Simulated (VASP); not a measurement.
## Ti: single point with PBE

Ti:

```
Ti
1.0
     2.93890    0.00000    0.00000
    -1.46945    2.54516    0.00000
     0.00000    0.00000    4.64998
Ti
2
Direct
  0.33333 0.66667 0.25000
  0.66667 0.33333 0.75000
```

```json
{"Program": "VASP 6.6.1", "Task": "single point", "Functional": "PBE", "Potentials or basis": "VASP PAW PBE potentials, release 64 (Ti_sv)", "Cutoff": "520 eV", "k mesh": "24 × 24 × 14", "Occupations": "gaussian, width 0.1 eV", "Spin": "no spin polarisation", "Dipole correction": "no", "Further INCAR settings": "ALGO = Normal; EDIFF = 1e-07; NBANDS = 19"}
```

```yaml
Pressure: -0.3 GPa
Band_gap_on_the_k_mesh: zero (bands 12 and 13 overlap by 1.15 eV)
```

Levels at points of the mesh, in eV from the Fermi level:
| k point | band 9 | band 10 | band 11 | band 12 | band 13 | band 14 | band 15 | band 16 |
| --- | --- | --- | --- | --- | --- | --- | --- | --- |
| (0.00, 0.00, 0.00) | -6.22 | -2.69 | 0.76 | 0.76 | 0.77 | 0.88 | 1.26 | 1.26 |
| (0.50, 0.00, 0.00) | -2.36 | -2.16 | -1.85 | -0.64 | 0.47 | 0.62 | 1.17 | 3.32 |
| (0.00, 0.00, 0.50) | -4.36 | -4.36 | 0.08 | 0.08 | 0.67 | 0.67 | 0.67 | 0.67 |
| (0.50, 0.00, 0.50) | -2.55 | -2.55 | -0.82 | -0.82 | 1.31 | 1.31 | 1.71 | 1.71 |

Wall time 100 s on 1 thread of Intel(R) Xeon(R) 6975P-C (Granite Rapids), with other jobs on the host, peak memory 0.36 GiB.
